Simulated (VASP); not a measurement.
Runs of VASP 6.6.1 on BiTe. The structure is that of space group R-3m (No. 166), or close to it. The cells are those of the table. 

| cell | gap on the mesh (eV) | pressure (GPa) |
| --- | --- | --- |
| a = 4.281 Å, angles 67.9°, 2 atoms | none | (a) |
| a = 4.339 Å, angles 67.9°, 2 atoms | none | (b) |
| a = 4.220 Å, angles 67.9°, 2 atoms | none | 4.7 |
| a = 4.397 Å, angles 67.9°, 2 atoms | none | -1.9 |
| a = 4.452 Å, angles 67.9°, 2 atoms | none | -3.2 |

Alike in all rows: task single point; level PBE; potentials or basis VASP PAW PBE potentials, release 64 (Bi_d, Te); no spin polarisation; k mesh 8 × 8 × 8; cutoff (eV) 520; smearing fermi-dirac 0.02 eV.

Task: Estimate the missing entries.

Result: (a) 2.0; (b) -0.1.

Caveats: spin-orbit coupling is left out, which moves the levels of the heavy elements.

A k mesh can miss the band edges, and the runs leave out spin-orbit coupling on Bi, Te.

A gap of «none» marks levels without a gap at the run's occupations.
